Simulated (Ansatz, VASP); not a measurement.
## Ag: VASP beside Ansatz

```
Ag
1.0
    -1.63427    1.63427    1.63427
     1.63427   -1.63427    1.63427
     3.26854    3.26854    0.00000
Ag
2
Direct
  0.96329 0.96329 0.00000
  0.53671 0.53671 0.50000
```

Change from the starting cell: mode 5 (106.1 1/cm) frozen in, largest displacement -0.120 Å.

Alike in both runs: task single point; functional r2SCAN; k mesh 22 × 22 × 14; occupations gaussian, width 0.15 eV; no spin polarisation.

|  | VASP | Ansatz |
| --- | --- | --- |
| version | VASP 6.6.1 | Ansatz 0.2.0 |
| potentials or method | VASP PAW PBE potentials, release 64 (Ag), cutoff 520 eV | scalar-relativistic, plane waves, PAW |
| valence electrons in the cell | 22 | 38 |

Ansatz gave:

| Quantity | Value |
| --- | --- |
| gap on the k mesh at the Fermi level (eV) | none |
| pressure (GPa) | 0.9 |
| traceless stress, the component that is largest in VASP (GPa) | 1.43 |
| rms of the force components (eV/Å) | 0.309 |

**Question.** What did VASP give for the same quantities?

**Answer.** gap on the k mesh at the Fermi level (eV): none; pressure (GPa): 1.1; traceless stress, the component that is largest in VASP (GPa): 1.45; rms of the force components (eV/Å): 0.315.

VASP's potentials were made for PBE, not for r2SCAN. Atom by atom the forces differ by 0.005 eV/Å (rms over components). A gap of «none» marks a metal or a gap that the smearing closes. With one functional, cell and mesh, what is left measures potentials, basis and numerics. VASP's potentials hold 22 valence electrons a cell and Ansatz's 38, so a difference there can come from the potentials and not from the codes.
